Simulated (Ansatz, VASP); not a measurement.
## One calculation of Li2S, two programs

```
CELL_PARAMETERS angstrom
0.00000 2.85400 2.85400
2.85400 0.00000 2.85400
2.85400 2.85400 0.00000
ATOMIC_POSITIONS crystal
Li 0.25000 0.25000 0.25000
Li 0.75000 0.75000 0.75000
S 0.00000 0.00000 0.00000
```

Alike in both runs: task single point; functional LDA; k mesh 6 × 6 × 6; occupations gaussian, width 0.1 eV; no spin polarisation.

```csv
,VASP,Ansatz
version,VASP 6.6.1,Ansatz 0.2.0
potentials or method,"VASP PAW LDA potentials, release 64 (Li_sv, S), cutoff 750 eV","scalar-relativistic, plane waves, PAW"
valence electrons in the cell,12,12
```

|  | VASP | Ansatz | Ansatz less VASP |
| --- | --- | --- | --- |
| gap on the k mesh at the Fermi level (eV) | 3.17 | 3.17 | -0.001 |
| least direct gap on the mesh (eV) | 4.04 | 4.03 | -0.011 |
| pressure (GPa) | -3.1 | -3.0 | +0.08 |

LDA's correlation is that of Perdew and Zunger in VASP and of Perdew and Wang (1992) in Ansatz.
